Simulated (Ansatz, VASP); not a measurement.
**AlN: VASP beside Ansatz**

INCAR

```
ALGO = Normal
EDIFF = 1E-7
EDIFFG = -0.01
ENCUT = 600
GGA = RP
GGA_COMPAT = F
IBRION = 2
ISIF = 3
ISMEAR = 0
LASPH = T
LCHARG = F
LREAL = F
LWAVE = F
NELM = 120
NELMIN = 4
NSW = 50
PREC = Accurate
SIGMA = 0.01
```

The input KPOINTS:

```
k-points
0
Gamma
  10 10 10
```

File POSCAR:

```
AlN
1.0
    0.0000000000      1.9690000000      1.9690000000
    1.9690000000      0.0000000000      1.9690000000
    1.9690000000      1.9690000000      0.0000000000
Al N
1 1
Direct
    0.0000000000      0.0000000000      0.0000000000
    0.5000000000      0.5000000000      0.5000000000
```

Input for Ansatz:

```yaml
crystal:
  lattice:
    - [0.0, 1.969, 1.969]
    - [1.969, 0.0, 1.969]
    - [1.969, 1.969, 0.0]
  atoms:
    - { symbol: Al, position: [0.0, 0.0, 0.0] }
    - { symbol: "N", position: [0.5, 0.5, 0.5] }
basis:
  ecutwfc: 470.0
kpoints:
  mp_grid:
    grid: [10, 10, 10]
hamiltonian:
  xc: rpbe
  dispersion: none
scf:
  max_iter: 80
  occupations:
    method: fixed
relax:
  max_steps: 30
  cell: {}
```

Alike in both runs: task relaxation of cell and atoms; functional RPBE; k mesh 10 × 10 × 10; no spin polarisation.

```csv
,VASP,Ansatz
version,VASP 6.6.1,Ansatz 0.2.0
potentials or method,"VASP PAW PBE potentials, release 64 (Al, N), cutoff 600 eV","plane waves, PAW"
occupations,"gaussian, width 0.01 eV",fixed
valence electrons in the cell,8,8
```

|  | VASP | Ansatz | Ansatz less VASP |
| --- | --- | --- | --- |
| relaxed volume (Å³/atom) | 8.56 | 8.59 | +0.028 |
| relaxed cell length with the largest relative difference (Å) | 2.893 | 2.896 | +0.0031 |

VASP's potentials were made for PBE, not for RPBE.
